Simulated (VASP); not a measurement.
Write the native input for VASP 6.6.1 that does the following.

```yaml
Task: single point
Functional: PBE
Potentials_or_basis: VASP PAW PBE potentials, release 64 (B, N)
Cutoff: 600 eV
k_mesh: 12 × 12 × 12
Occupations: gaussian, width 0.02 eV
Spin: no spin polarisation
Dipole_correction: no
Further_INCAR_settings: ALGO = Normal; EDIFF = 1e-06; NBANDS = 11
```

The structure of BN (Qingsongite) lies in POSCAR:

```
BN
1.0
    0.0000000000      1.7940190517      1.7940190517
    1.7940190517      0.0000000000      1.7940190517
    1.7940190517      1.7940190517      0.0000000000
B N
1 1
Direct
    0.0000000000      0.0000000000      0.0000000000
    0.2500000000      0.2500000000      0.2500000000
```

This cell differs from its parent crystal: volume scaled by 0.97.

The input as run:

INCAR

```
PREC = Accurate
ENCUT = 600
EDIFF = 1E-6
ISMEAR = 0
SIGMA = 0.02
LREAL = False
LASPH = True
NELM = 120
ALGO = Normal
ISIF = 2
LWAVE = False
LCHARG = False
GGA = PE
NBANDS = 11
GGA_COMPAT = False
```

KPOINTS

```
regular mesh
0
Gamma
  12 12 12
```

Potentials or basis: VASP PAW PBE potentials, release 64 (B, N).

Run with:

```console
$ cat potpaw_PBE.64/B/POTCAR potpaw_PBE.64/N/POTCAR > POTCAR
$ mpirun -np 1 vasp_std > vasp.out
```

It gave:

The pressure is 12.0 GPa and the band gap on the k mesh is 4.48 eV, indirect (least direct gap 8.93 eV).

Wall time 7.3 s on 1 thread of AMD EPYC 7R13 Processor (Zen 3) (shared host), peak memory 0.09 GiB.
